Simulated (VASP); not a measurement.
Input of a VASP 6.6.1 run:

The input POSCAR:

```
Au
1.0
    2.8608060062      0.0000000000      0.0000000000
   -1.4304030031      2.4775306767      0.0000000000
    0.0000000000      0.0000000000      4.8140459691
Au
2
Direct
    0.6666666667      0.3333333333      0.2500000000
    0.3333333333      0.6666666667      0.7500000000
```

The input INCAR.step1:

```
SYSTEM = Au
ALGO     = Normal         ! electronic algorithm
EDIFF    = 1E-4           ! SCF threshold, eV
ENCUT    = 520            ! plane-wave cutoff, eV
GGA      = PE             ! functional
ISMEAR   = -1             ! smearing method
LASPH    = .TRUE.         ! aspherical terms in the spheres
LCHARG   = .FALSE.        ! write CHGCAR
LREAL    = .FALSE.        ! projectors in reciprocal space
LWAVE    = .TRUE.         ! write WAVECAR
NBANDS   = 18             ! bands
NELM     = 100            ! most SCF steps
PREC     = Accurate       ! precision mode
SIGMA    = 0.05           ! smearing width, eV
```

The input INCAR.step2:

```
SYSTEM = Au
ALGO     = Normal         ! electronic algorithm
EDIFF    = 1E-6           ! SCF threshold, eV
ENCUT    = 520            ! plane-wave cutoff, eV
ISIF     = 2              ! what is computed and relaxed
ISMEAR   = -1             ! smearing method
ISTART   = 1            
LASPH    = .TRUE.         ! aspherical terms in the spheres
LCHARG   = .FALSE.        ! write CHGCAR
LMIXTAU  = .TRUE.       
LREAL    = .FALSE.        ! projectors in reciprocal space
LWAVE    = .FALSE.        ! write WAVECAR
METAGGA  = R2SCAN         ! meta-GGA
NBANDS   = 18             ! bands
NELM     = 100            ! most SCF steps
PREC     = Accurate       ! precision mode
SIGMA    = 0.05           ! smearing width, eV
```

The input KPOINTS:

```
k-points
0
G
  11 11 6
  0 0 0
```

Potentials or basis: VASP PAW PBE potentials, release 64 (Au).

Run with:

```console
$ cat potpaw_PBE.64/Au/POTCAR > POTCAR
$ cp INCAR.step1 INCAR
$ mpirun -np 1 vasp_std > vasp.out
$ cp INCAR.step2 INCAR
$ mpirun -np 1 vasp_std > vasp.out
```

Problem. Estimate the band gap on the k mesh.

Solution. Zero (band 11 reaches 13.27 eV, above the bottom of band 12 at 6.42 eV).

Problem. What does it give for the pressure?

Solution. 5.3 GPa.

Stress tensor (GPa, compression positive):
```
5.64 0.00 0.00
0.00 5.64 0.00
0.00 0.00 4.58
```

Caveat: the PAW data sets were made with another functional, which shifts forces and pressure a little; spin-orbit coupling is left out, which moves the levels of the heavy elements.
